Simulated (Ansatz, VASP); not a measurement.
**One calculation of Hg, two programs**

File INCAR:

```
ALGO = Normal
EDIFF = 1E-7
ENCUT = 520
GGA = PE
ISIF = 2
ISMEAR = 0
IVDW = 12
LASPH = T
LCHARG = F
LREAL = F
LWAVE = F
NBANDS = 19
NELM = 100
PREC = Accurate
SIGMA = 0.15
```

The input KPOINTS:

```
k-points
0
Gamma
  15 15 8
```

POSCAR

```
Hg
1.0
    3.1846000000      0.0000000000      0.0000000000
   -1.5923000000      2.7579445009      0.0000000000
    0.0000000000      0.0000000000      5.4448000000
Hg
2
Direct
    0.6666666667      0.3333333333      0.7500000000
    0.3333333333      0.6666666667      0.2500000000
```

Input for Ansatz:

```yaml
crystal:
  lattice:
    - [3.1846, 0.0, 0.0]
    - [-1.5923, 2.7579445009, 0.0]
    - [0.0, 0.0, 5.4448]
  atoms:
    - { symbol: Hg, position: [0.6666666667, 0.3333333333, 0.75] }
    - { symbol: Hg, position: [0.3333333333, 0.6666666667, 0.25] }
basis:
  ecutwfc: 420
kpoints:
  mp_grid: { grid: [15, 15, 8] }
hamiltonian:
  xc: pbe
  dispersion: d3bj
scf:
  occupations: { method: gaussian, width: 0.15 }
output:
  forces: true
  stress: true
  eigenvalues: true
  write_density: true
  write_potential: true
  elf: true
  volumetric_format: npy
```

Alike in both runs: task single point; functional PBE; dispersion D3(BJ); k mesh 15 × 15 × 8; occupations gaussian, width 0.15 eV; no spin polarisation.

|  | VASP | Ansatz |
| --- | --- | --- |
| version | VASP 6.6.1 | Ansatz 0.2.0 |
| potentials or method | VASP PAW PBE potentials, release 64 (Hg), cutoff 520 eV | scalar-relativistic, plane waves, PAW |
| valence electrons in the cell | 24 | 40 |

Ansatz gave:

* gap on the k mesh at the Fermi level (eV): none
* pressure (GPa): 1.6
* traceless stress, the component that is largest in VASP (GPa): -0.78

**Question.** Estimate VASP's values.

**Answer.** gap on the k mesh at the Fermi level (eV): none; pressure (GPa): 1.9; traceless stress, the component that is largest in VASP (GPa): -0.84.

A gap of «none» marks a metal or a gap that the smearing closes. VASP's potentials hold 24 valence electrons a cell and Ansatz's 40, so a difference there can come from the potentials and not from the codes.

Neither program's run includes spin-orbit coupling.
